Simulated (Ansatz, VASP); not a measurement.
# HgS in VASP and in Ansatz

Contents of INCAR:

```
PREC     = Accurate       # precision mode
ENCUT    = 520            # plane-wave cutoff, eV
EDIFF    = 1E-6           # SCF threshold, eV
ISMEAR   = 0              # smearing method
SIGMA    = 0.05           # smearing width, eV
LREAL    = False          # projectors in reciprocal space
LASPH    = True           # aspherical terms in the spheres
NELM     = 80             # most SCF steps
ALGO     = Normal         # electronic algorithm
ISIF     = 2              # what is computed and relaxed
LWAVE    = False          # write WAVECAR
LCHARG   = False          # write CHGCAR
LDIPOL   = True         
IDIPOL   = 3            
DIPOL    = 0.5 0.5 0.505
GGA      = PE             # functional
NBANDS   = 46             # bands
```

File KPOINTS:

```
regular mesh
0
Gamma
  15 15 1
```

Contents of POSCAR:

```
HgS
1.0
    4.1422315200      0.0000000000      0.0000000000
   -2.0711157600      3.5872777300      0.0000000000
    0.0000000000      0.0000000000     27.9918828265
S Hg
4 4
Direct
    0.0000000000      0.0000000000      0.3036594592
    0.3333333331      0.6666666662      0.4244844042
    0.6666666669      0.3333333331      0.5547086033
    0.0000000000      0.0000000000      0.6853520735
    0.3333333331      0.6666666662      0.3338656954
    0.6666666669      0.3333333331      0.4546906404
    0.0000000000      0.0000000000      0.5801674976
    0.3333333331      0.6666666662      0.7001997055
```

Input for Ansatz:

```yaml
crystal:
  lattice:
    - [4.14223152, 0.0, 0.0]
    - [-2.07111576, 3.58727773, 0.0]
    - [0.0, 0.0, 27.9918828265]
  atoms:
    - { symbol: S, position: [0.0, 0.0, 0.3036594592] }
    - { symbol: Hg, position: [0.3333333331, 0.6666666662, 0.3338656954] }
    - { symbol: S, position: [0.3333333331, 0.6666666662, 0.4244844042] }
    - { symbol: Hg, position: [0.6666666669, 0.3333333331, 0.4546906404] }
    - { symbol: S, position: [0.6666666669, 0.3333333331, 0.5547086033] }
    - { symbol: Hg, position: [0.0, 0.0, 0.5801674976] }
    - { symbol: S, position: [0.0, 0.0, 0.6853520735] }
    - { symbol: Hg, position: [0.3333333331, 0.6666666662, 0.7001997055] }
basis:
  ecutwfc: 420.0
  fft_grid_basis: typed
kpoints:
  mp_grid: { grid: [15, 15, 1] }
hamiltonian:
  xc: pbe
scf:
  occupations: { method: gaussian, width: 0.05 }
output:
  forces: true
  eigenvalues: true
  band_densities:
    - { e_range: [-2.05, -1.25] }
    - { e_range: [-1.25, -0.65] }
    - { e_range: [-0.65, -0.3] }
    - { e_range: [-0.3, 0.0] }
    - { e_range: [0.0, 0.35] }
    - { e_range: [0.35, 0.7] }
    - { e_range: [0.7, 1.3] }
    - { e_range: [1.3, 1.9] }
  band_residual_tolerance: 1.0e-05
  write_potential: true
  elf: true
  write_density: true
  volumetric_format: npy
efield:
  axis: 3
  dipole_correction: true
  ramp_width: 0.04
checkpoint:
  read: start.run
  write: ck
  compress: false
  write_wavefunctions: false
  write_every: 100000
```

Alike in both runs: task single point; functional PBE; k mesh 15 × 15 × 1; occupations gaussian, width 0.05 eV; no spin polarisation.

|  | VASP | Ansatz |
| --- | --- | --- |
| version | VASP 6.6.1 | Ansatz 0.2.0 |
| potentials or method | VASP PAW PBE potentials, release 64 (S, Hg), cutoff 520 eV | scalar-relativistic, plane waves, PAW |
| valence electrons in the cell | 72 | 104 |

```tsv
	VASP	Ansatz	Ansatz less VASP
gap on the k mesh at the Fermi level (eV)	none	none	-
rms of the force components (eV/Å)	0.287	0.284	-0.0028
```

A gap of «none» marks a metal or a gap that the smearing closes. VASP's potentials hold 72 valence electrons a cell and Ansatz's 104, so a difference there can come from the potentials and not from the codes. Ansatz's warnings: published levels not confirmed, xc potential rough in thin density.

Spin-orbit coupling is off throughout.
